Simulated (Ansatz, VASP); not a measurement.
## One calculation of Pb, two programs

```
CELL_PARAMETERS angstrom
0.00000 2.28838 2.28838
2.28838 0.00000 2.28838
2.28838 2.28838 0.00000
ATOMIC_POSITIONS crystal
Pb 0.00000 0.00000 0.00000
```

Alike in both runs: task single point; functional PBEsol; k mesh 16 × 16 × 16; occupations gaussian, width 0.05 eV; no spin polarisation.

```csv
,VASP,Ansatz
version,VASP 6.6.1,Ansatz 0.2.0
potentials or method,"VASP PAW PBE potentials, release 64 (Pb_d), cutoff 520 eV","scalar-relativistic, plane waves, PAW"
valence electrons in the cell,14,14
```

```csv
,VASP,Ansatz,Ansatz less VASP
gap on the k mesh at the Fermi level (eV),none,none,-
pressure (GPa),18.6,18.7,+0.08
```

VASP's potentials were made for PBE, not for PBEsol. A gap of «none» marks a metal or a gap that the smearing closes. The functional is the same, so the differences come from potentials, cutoffs and numerics.

Neither program's run includes spin-orbit coupling.
